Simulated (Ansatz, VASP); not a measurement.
SiC: VASP beside Ansatz

```
Si C
1.0
     0.00000    2.12393    2.12393
     2.12393    0.00000    2.12393
     2.12393    2.12393    0.00000
Si C
1 1
Direct
  0.00353 0.99647 0.00353
  0.74174 0.75826 0.74174
```

Change from the starting cell: mode 6 frozen in at -0.036 Å, equal normal strain along x, y and z -0.0250.

Alike in both runs: task single point; functional PBEsol; k mesh 10 × 10 × 10; occupations gaussian, width 0.05 eV; no spin polarisation.

```csv
,VASP,Ansatz
version,VASP 6.6.1,Ansatz 0.2.0
potentials or method,"VASP PAW PBE potentials, release 64 (Si, C), cutoff 600 eV","scalar-relativistic, plane waves, PAW"
valence electrons in the cell,8,8
```

VASP gave:

```
gap on the k mesh at the Fermi level (eV)                     : 0.92
least direct gap on the mesh (eV)                             : 4.40
pressure (GPa)                                                : 20.2
traceless stress, the component that is largest in VASP (GPa) : -5.46
rms of the force components (eV/Å)                            : 0.657
```

Question: What did Ansatz give for the same quantities?

Answer: gap on the k mesh at the Fermi level (eV): 0.93; least direct gap on the mesh (eV): 4.41; pressure (GPa): 19.9; traceless stress, the component that is largest in VASP (GPa): -5.43; rms of the force components (eV/Å): 0.656.

VASP's potentials were made for PBE, not for PBEsol, and Ansatz warns of the same on its side. Atom by atom the forces differ by 0.001 eV/Å (rms over components).
